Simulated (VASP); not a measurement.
# CaMg (P-6m2) in VASP: a series of runs

The runs below take CaMg through single point, with LDA.

Program: VASP 6.6.1. These are calculated values, not measurements. Logs are shortened: lines on timing, memory, paths and dates and some standing lists are left out, and cuts for length are marked.

### Step 1. The cell of the first run

It takes space group P-6m2 (No. 187, hexagonal). The conventional cell has a = 3.778 Å, b = 3.778 Å, c = 5.622 Å, α = 90.00°, β = 90.00°, γ = 120.00°. Within 4.7 Å of Ca (site symmetry -6m2) lie 6 Mg at 3.56 Å and 6 Ca at 3.78 Å. Within 4.7 Å of Mg (site symmetry -6m2) lie 6 Ca at 3.56 Å and 6 Mg at 3.78 Å.

### Step 2. Single point, LDA (strain +0.030 along x and y, +0.000 along z)

File INCAR:

```
  PREC = Accurate
  ENCUT = 520
  EDIFF = 1E-6
  ISMEAR = 0
  SIGMA = 0.15
  LREAL = F
  LASPH = T
  NELM = 100
  ALGO = Normal
  ISIF = 2
  LWAVE = F
  LCHARG = T
  LELF = T
  LVHAR = T
  NBANDS = 13
```

File KPOINTS:

```
Automatic mesh
0
Gamma
  15 15 8
```

File POSCAR:

```
CaMg
1.0
    3.7781621001      0.0000000000      0.0000000000
   -1.8890810500      3.2719843583      0.0000000000
    0.0000000000      0.0000000000      5.6222980000
Ca Mg
1 1
Direct
    0.0000000000      0.0000000000      0.5000000000
    0.6666666667      0.3333333333      0.0000000000
```

Potentials or basis: VASP PAW LDA potentials, release 64 (Ca_sv, Mg).

Launch:

```
$ cat potpaw_LDA.64/Ca_sv/POTCAR potpaw_LDA.64/Mg/POTCAR > POTCAR
$ mpirun -np 1 vasp_std > vasp.out
```

OUTCAR:

```text
PREC = Accurate
   ENCUT = 520
   EDIFF = 1E-6
   ISMEAR = 0
   LREAL = F
   LASPH = T
   NELM = 100
   ISIF = 2

 ion  position               nearest neighbor table
   1  0.000  0.000  0.500-
   2  0.667  0.333  0.000-

  LATTYP: Found a hexagonal cell.
 ALAT       =     3.7781621001
 C/A-ratio  =     1.4881039646

  Lattice vectors:

 A1 = (   3.7781621001,   0.0000000000,   0.0000000000)
 A2 = (  -1.8890810500,   3.2719843583,   0.0000000000)
 A3 = (   0.0000000000,   0.0000000000,   5.6222980000)

Analysis of symmetry for initial positions (statically):
=====================================================================
 Subroutine PRICEL returns:
 Original cell was already a primitive cell.

 Routine SETGRP: Setting up the symmetry group for a
 hexagonal supercell.

 Subroutine GETGRP returns: Found 12 space group operations
 (whereof 12 operations were pure point group operations)
 out of a pool of 24 trial point group operations.

The static configuration has the point symmetry D_3h.

Analysis of symmetry for dynamics (positions and initial velocities):
=====================================================================
 Subroutine PRICEL returns:
 Original cell was already a primitive cell.

 Routine SETGRP: Setting up the symmetry group for a
 hexagonal supercell.

 Subroutine GETGRP returns: Found 12 space group operations
 (whereof 12 operations were pure point group operations)
 out of a pool of 24 trial point group operations.

The dynamic configuration has the point symmetry D_3h.

 Subroutine INISYM returns: Found 12 space group operations
 (whereof 12 operations are pure point group operations),
 and found     1 'primitive' translations

----------------------------------------------------------------------------------------

                                     Primitive cell

  volume of cell :      69.5033

  direct lattice vectors                    reciprocal lattice vectors
     3.778162100  0.000000000  0.000000000     0.264678956  0.152812466  0.000000000
    -1.889081050  3.271984358  0.000000000     0.000000000  0.305624933  0.000000000
     0.000000000  0.000000000  5.622298000     0.000000000  0.000000000  0.177863215

  length of vectors
     3.778162100  3.778162100  5.622298000     0.305624933  0.305624933  0.177863215

  position of ions in fractional coordinates (direct lattice)
     0.000000000  0.000000000  0.500000000
     0.666666667  0.333333333  0.000000000

  ion indices of the primitive-cell ions
   primitive index   ion index
                 1           1
                 2           2

----------------------------------------------------------------------------------------

 KPOINTS: Automatic mesh

Automatic generation of k-mesh.
 Grid dimensions read from file:
 generate k-points for:   15   15    8

 Generating k-lattice:

  Cartesian coordinates                     Fractional coordinates (reciprocal lattice)
     0.017645264  0.010187498  0.000000000     0.066666667  0.000000000  0.000000000
     0.000000000  0.020374996  0.000000000     0.000000000  0.066666667  0.000000000
     0.000000000  0.000000000  0.022232902     0.000000000  0.000000000  0.125000000

  Length of vectors
     0.020374996  0.020374996  0.022232902

  Shift w.r.t. Gamma in fractional coordinates (k-lattice)
     0.000000000  0.000000000  0.000000000

 Subroutine IBZKPT returns following result:
 ===========================================

 Found    135 irreducible k-points:

 Following reciprocal coordinates:
            Coordinates               Weight
  0.000000  0.000000  0.000000      1.000000
  0.066667 -0.000000  0.000000      6.000000
  0.133333 -0.000000  0.000000      6.000000
  0.200000  0.000000  0.000000      6.000000
  0.266667 -0.000000  0.000000      6.000000
  0.333333  0.000000  0.000000      6.000000
[... 16 lines left out ...]
  0.333333  0.200000  0.000000     12.000000
  0.400000  0.200000  0.000000      6.000000
 [... further k-points ...]
   k-points           NKPTS =    135   k-points in BZ     NKDIM =    135   number of bands    NBANDS=     13
   number of dos      NEDOS =    301   number of ions     NIONS =      2
   total plane-waves  NPLWV =  32928
   dimension x,y,z NGX =    28 NGY =   28 NGZ =   42
   dimension x,y,z NGXF=    56 NGYF=   56 NGZF=   84
   ions per type =               1   1
   NGX,Y,Z   is equivalent  to a cutoff of  12.32, 12.32, 12.42 a.u.
   NGXF,Y,Z  is equivalent  to a cutoff of  24.64, 24.64, 24.84 a.u.
 SYSTEM =  unknown system
   PREC   = accura    normal or accurate (medium, high low for compatibility)
   ISTART =      0    job   : 0-new  1-cont  2-samecut
   ICHARG =      2    charge: 1-file 2-atom 10-const
   ISPIN  =      1    spin polarized calculation?
   LNONCOLLINEAR =      F non collinear calculations
   LSORBIT =      F    spin-orbit coupling
   LASPH  =      T    aspherical Exc in radial PAW
   ENCUT  =  520.0 eV  38.22 Ry    6.18 a.u.   7.02  7.02 10.45*2*pi/ulx,y,z
   NELM   =    100;   NELMIN=  2; NELMDL= -5     # of ELM steps
   EDIFF  = 0.1E-05   stopping-criterion for ELM
   LREAL  =      F    real-space projection
   EDIFFG = 0.1E-04   stopping-criterion for IOM
   NSW    =      0    number of steps for IOM
   IBRION =     -1    ionic relax: 0-MD 1-quasi-New 2-CG
   NFREE  =      0    steps in history (QN), initial steepest desc. (CG)
   ISIF   =      2    stress and relaxation
   ISYM   =      2    0-nonsym 1-usesym 2-fastsym
   POTIM  = 0.5000    time-step for ionic-motion
   TEBEG  =    0.0;   TEEND  =   0.0 temperature during run
   PSTRESS=    0.0 pullay stress
   NELECT =      12.0000    total number of electrons
   NUPDOWN=      -1.0000    fix difference up-down
   EMIN   =  10.00;   EMAX   =-10.00  energy-range for DOS
   EFERMI =   0.00;   METHOD = LEGACY
   ISMEAR =     0;   SIGMA  =   0.15  broadening in eV -4-tet -1-fermi 0-gaus
   EFERMI_NEDOS =   21; number of points for ismear=-14 and -15
   IALGO  =     38    algorithm
   IMIX   =      4    mixing-type and parameters
     AMIX     =   0.40;   BMIX     =  1.00
     AMIX_MAG =   1.60;   BMIX_MAG =  1.00
  volume/ion in A,a.u.               =      34.75       234.52
  Fermi-wavevector in a.u.,A,eV,Ry     =   0.911591  1.722657 11.306416  0.830998
  Thomas-Fermi vector in A             =   2.035888
   LORBIT       =      0    0 simple, 1 ext, 2 COOP (PROOUT), +10 PAW based schemes
   GGA     = CA    functional components
   LHFCALC =     F    Hartree Fock is set to
   AEXX    =    0.0000 exact exchange contribution
   IVDW    =     0    specifies the selected vdW correction
   LEPSILON=     F    determine dielectric tensor
   LRPA    =     F    only Hartree local field effects (RPA)
 non-spin polarized calculation
 Gauss-broadening in eV      SIGMA  =   0.15
  energy-cutoff  :      520.00
  volume of cell :       69.50
 maximum number of plane-waves:      1890
   NGX = 15   NGY = 15   NGZ = 21

 number of electron      12.0000001 magnetization

 Free energy of the ion-electron system (eV)
  ---------------------------------------------------
  ext. energy  EPLUGINS =         0.00000000
  ---------------------------------------------------
  free energy    TOTEN  =        -3.88626246 eV

  energy without entropy =       -3.86824140  energy(sigma->0) =       -3.87725193

 E-fermi :   1.6746     XC(G=0):  -8.0259

 val. band max:        1.6703925747   @ k =   0.2667   0.2667   0.1250
 cond. band min:       1.7041765100   @ k =   0.3333   0.2667   0.5000
 fundamental gap:      0.0337839353
 Fermi energy:         1.6745924199

 k-point     1 :       0.0000    0.0000    0.0000
  band No.  band energies     occupation
      1     -39.7069      2.00000
      2     -21.0048      2.00000
      3     -20.9227      2.00000
      4     -20.9227      2.00000
      5      -3.3102      2.00000
      6       1.0002      2.00000
      7       1.5035      1.89329
      8       4.0877      0.00000
      9       4.0877      0.00000
     10       5.2185      0.00000
     11       5.2185      0.00000
     12       6.0818      0.00000
     13       9.9013      0.00000

 k-point     2 :       0.0667   -0.0000    0.0000
  band No.  band energies     occupation
      1     -39.7062      2.00000
      2     -21.0038      2.00000
      3     -20.9297      2.00000
      4     -20.9244      2.00000
      5      -3.2437      2.00000
      6       1.0700      2.00000
      7       1.5228      1.84760
      8       3.9864      0.00000
      9       4.1415      0.00000
     10       5.1943      0.00000
     11       5.2215      0.00000
     12       6.0674      0.00000
     13       9.0775      0.00000

 k-point     3 :       0.1333   -0.0000    0.0000
  band No.  band energies     occupation
      1     -39.7043      2.00000
      2     -21.0010      2.00000
      3     -20.9493      2.00000
      4     -20.9290      2.00000
      5      -3.0457      2.00000
      6       1.2732      1.99985
      7       1.5795      1.63017
      8       3.7106      0.00000
      9       4.2997      0.00000
     10       5.1274      0.00000
     11       5.2286      0.00000
     12       5.9962      0.00000
     13       7.9387      0.00000

 k-point     4 :       0.2000    0.0000    0.0000
  band No.  band energies     occupation
      1     -39.7015      2.00000
      2     -20.9968      2.00000
      3     -20.9779      2.00000
      4     -20.9357      2.00000
      5      -2.7205      2.00000
      6       1.5870      1.59099
      7       1.6693      1.03991
      8       3.3128      0.00000
      9       4.5524      0.00000
     10       5.0318      0.00000
     11       5.2332      0.00000
     12       5.7427      0.00000
     13       7.0516      0.00000

 k-point     5 :       0.2667   -0.0000    0.0000
  band No.  band energies     occupation
      1     -39.6983      2.00000
      2     -21.0107      2.00000
      3     -20.9921      2.00000
      4     -20.9435      2.00000
      5      -2.2748      2.00000
      6       1.7835      0.30430
      7       1.9557      0.00803
      8       2.8149      0.00000
      9       4.8817      0.00000
     10       4.9264      0.00000
     11       5.2212      0.00000
     12       5.2255      0.00000
     13       6.6572      0.00000
[... 257 lines left out ...]
 k-point    22 :       0.2667    0.2000    0.0000
  band No.  band energies     occupation
      1     -39.6923      2.00000
      2     -21.0495      2.00000
      3     -20.9830      2.00000
      4     -20.9809      2.00000
      5      -0.9954      2.00000
      6       1.9013      0.03259
      7       2.1509      0.00001
      8       2.4907      0.00000
      9       4.0384      0.00000
     10       4.1147      0.00000
     11       5.2583      0.00000
     12       5.9167      0.00000
     13       6.2614      0.00000

 k-point    23 :       0.3333    0.2000    0.0000
  band No.  band energies     occupation
      1     -39.6907      2.00000
      2     -21.0587      2.00000
      3     -20.9910      2.00000
      4     -20.9807      2.00000
      5      -0.3187      2.00000
      6       1.2745      1.99984
      7       2.3024      0.00000
      8       2.3607      0.00000
      9       3.7883      0.00000
     10       4.3967      0.00000
     11       4.9951      0.00000
     12       6.1137      0.00000
     13       6.2505      0.00000

 k-point    24 :       0.4000    0.2000    0.0000
  band No.  band energies     occupation
      1     -39.6902      2.00000
      2     -21.0618      2.00000
      3     -20.9946      2.00000
      4     -20.9799      2.00000
      5       0.2382      2.00000
      6       0.7118      2.00000
      7       2.3040      0.00000
      8       2.3702      0.00000
      9       3.6855      0.00000
     10       4.6710      0.00000
     11       4.8247      0.00000
     12       6.1307      0.00000
     13       6.1951      0.00000

 [... further k-points ...]

------------------------ aborting loop because EDIFF is reached ----------------------------------------

  FORCE on cell =-STRESS in cart. coord.  units (eV):
  Direction    XX          YY          ZZ          XY          YZ          ZX
  --------------------------------------------------------------------------------------
  -------------------------------------------------------------------------------------
  Total       -1.1724352     -1.1724352     -1.3163272     -0.0000000      0.0000000      0.0000000
  in kB      -27.0267473    -27.0267473    -30.3437168     -0.0000000      0.0000000      0.0000000
  external PRESSURE =     -28.1324038 kB  Pullay stress =       0.0000000 kB

 VOLUME and BASIS-vectors are now :
 -----------------------------------------------------------------------------
  energy-cutoff  :      520.00
  volume of cell :       69.50
      direct lattice vectors                 reciprocal lattice vectors
     3.778162100  0.000000000  0.000000000     0.264678956  0.152812466  0.000000000
    -1.889081050  3.271984358  0.000000000     0.000000000  0.305624933  0.000000000
     0.000000000  0.000000000  5.622298000     0.000000000  0.000000000  0.177863215

 POSITION                                       TOTAL-FORCE (eV/Angst)
 -----------------------------------------------------------------------------------
      0.00000      0.00000      2.81115        -0.000000      0.000000      0.000000
      1.88908      1.09066      0.00000         0.000000      0.000000      0.000000
 -----------------------------------------------------------------------------------
    total drift:                                0.000000     -0.000000      0.000000

  FREE ENERGIE OF THE ION-ELECTRON SYSTEM (eV)
  ---------------------------------------------------
  free  energy   TOTEN  =        -3.8862624554 eV

  energy  without entropy=       -3.8682414039  energy(sigma->0) =       -3.87725193
```

Wall time 55 s (1 thread of AMD EPYC 9R45 (Zen 5), shared host); peak memory 0.23 GiB.

What came out:

- Free energy: -3.8863 eV
- Pressure: -2.8 GPa
- Band gap on the k mesh: zero (bands 6 and 7 overlap by 0.72 eV)

Stress tensor (GPa, compression positive):
```
-2.70  0.00  0.00
 0.00 -2.70  0.00
 0.00  0.00 -3.03
```

Levels at points of the mesh, in eV from the Fermi level:
```csv
k point,band 2,band 3,band 4,band 5,band 6,band 7,band 8,band 9,band 10,band 11
"(0.00, 0.00, 0.00)",-22.68,-22.60,-22.60,-4.98,-0.67,-0.17,2.41,2.41,3.54,3.54
"(0.00, 0.00, 0.50)",-22.68,-22.60,-22.60,-4.06,-3.26,1.61,2.45,2.45,3.41,3.41
```

Caveat: the cell differs from its parent crystal (strain +0.030 along x and y, +0.000 along z).

### Step 3. Single point, LDA (strain +0.030 along x and y, +0.030 along z)

File INCAR:

```
PREC = Accurate
ENCUT = 520
EDIFF = 1E-6
ISMEAR = 0
SIGMA = 0.15
LREAL = False
LASPH = True
NELM = 80
ALGO = Normal
ISIF = 2
LWAVE = False
LCHARG = False
NBANDS = 13
```

KPOINTS is that of step 2.

Changes to POSCAR since step 2:

```diff
@@ -4,3 +4,3 @@
    -1.8890810500      3.2719843583      0.0000000000
-    0.0000000000      0.0000000000      5.6222980000
+    0.0000000000      0.0000000000      5.7909669400
 Ca Mg
```

Potentials or basis: VASP PAW LDA potentials, release 64 (Ca_sv, Mg).

Launch:

```
$ cat potpaw_LDA.64/Ca_sv/POTCAR potpaw_LDA.64/Mg/POTCAR > POTCAR
$ mpirun -np 1 vasp_std > vasp.out
```

Wall time 58 s (1 thread of AMD EPYC 9R45 (Zen 5), shared host); peak memory 0.24 GiB.

The run converged. Its results:

```yaml
Free_energy: -3.8404 eV
Pressure: -3.3 GPa
Band_gap_on_the_k_mesh: zero (bands 6 and 7 overlap by 0.68 eV)
```

Stress tensor (GPa, compression positive):
```
-2.92  0.00  0.00
 0.00 -2.92  0.00
 0.00  0.00 -4.06
```

Levels at points of the mesh, in eV from the Fermi level:
| k point | band 2 | band 3 | band 4 | band 5 | band 6 | band 7 | band 8 | band 9 | band 10 | band 11 |
| --- | --- | --- | --- | --- | --- | --- | --- | --- | --- | --- |
| (0.00, 0.00, 0.00) | -22.74 | -22.66 | -22.66 | -4.90 | -0.81 | -0.31 | 2.39 | 2.39 | 3.52 | 3.52 |
| (0.00, 0.00, 0.50) | -22.74 | -22.66 | -22.66 | -4.05 | -3.26 | 1.47 | 2.42 | 2.42 | 3.41 | 3.41 |

Caveat: the cell differs from its parent crystal (strain +0.030 along x and y, +0.030 along z); the cell stands under tension.

The gap in the log of VASP goes by the Fermi energy; the results here count the filled bands.